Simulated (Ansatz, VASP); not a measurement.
**PbSe: VASP beside Ansatz**

```
Pb Se
1.0
     0.00000    3.12221    3.12221
     3.12221    0.00000    3.12221
     3.12221    3.12221    0.00000
Pb Se
1 1
Cartesian
  0.0000 0.0000 0.0000
  3.1222 3.1222 3.1222
```

Change from the starting cell: volume scaled by 1.06, crystal datasets.

Alike in both runs: task electric field gradients; functional PBEsol; k mesh 7 × 7 × 7; occupations fermi-dirac, width 0.02 eV; no spin polarisation.

|  | VASP | Ansatz |
| --- | --- | --- |
| version | VASP 6.6.1 | Ansatz 0.2.0 |
| potentials or method | VASP PAW PBE potentials, release 64 (Pb_d, Se), cutoff 520 eV | all-electron PAW with datasets made for the crystal, scalar-relativistic |

```tsv
	VASP	Ansatz	Ansatz less VASP
pressure (GPa)	-3.2	-3.2	+0.01
```

VASP's potentials were made for PBE, not for PBEsol. Ansatz ran all-electron here, and VASP with PAW potentials.

Spin-orbit coupling is off throughout.
